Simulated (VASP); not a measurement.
Crystal: HgTe (Coloradoite).

```xyz
2
Lattice="0.0000 3.2145 3.2145 3.2145 0.0000 3.2145 3.2145 3.2145 0.0000" Properties=species:S:1:pos:R:3 pbc="T T T"
Hg    0.0000    0.0000    0.0000
Te    4.8217    4.8217    4.8217
```

| Property | Result |
| --- | --- |
| Program | VASP 6.6.1 |
| Task | relaxation of cell and atoms |
| Functional | PBEsol |
| Potentials or basis | VASP PAW PBE potentials, release 64 (Hg, Te) |
| Cutoff | 600 eV |
| k mesh | 7 × 7 × 7 |
| Occupations | fermi-dirac, width 0.05 eV |
| Spin | no spin polarisation |

At the start: pressure 1.9 GPa; volume 33.22 Å³/atom.

Task: How do energy, volume and symmetry change on relaxing?

Result: Over 3 steps the energy falls by 8.0 meV/atom and the volume is 34.61 Å³/atom (+4.2 %); space group F-43m (No. 216, to 0.05 Å).

Step by step:
```
step  energy change (eV)  largest force (eV/Å)  pressure (GPa)  volume (Å³)
   1              0.0000                0.0000            1.92        66.43
   2             -0.0137                0.0000           -0.64        70.32
   3             -0.0160                0.0000            0.00        69.21
```

Final structure:
```
Hg Te
1.0
     0.00000    3.25876    3.25876
     3.25876    0.00000    3.25876
     3.25876    3.25876    0.00000
Hg Te
1 1
Direct
  0.00000 0.00000 0.00000
  0.75000 0.75000 0.75000
```

Caveat: the PAW data sets were made with another functional, which shifts forces and pressure a little.
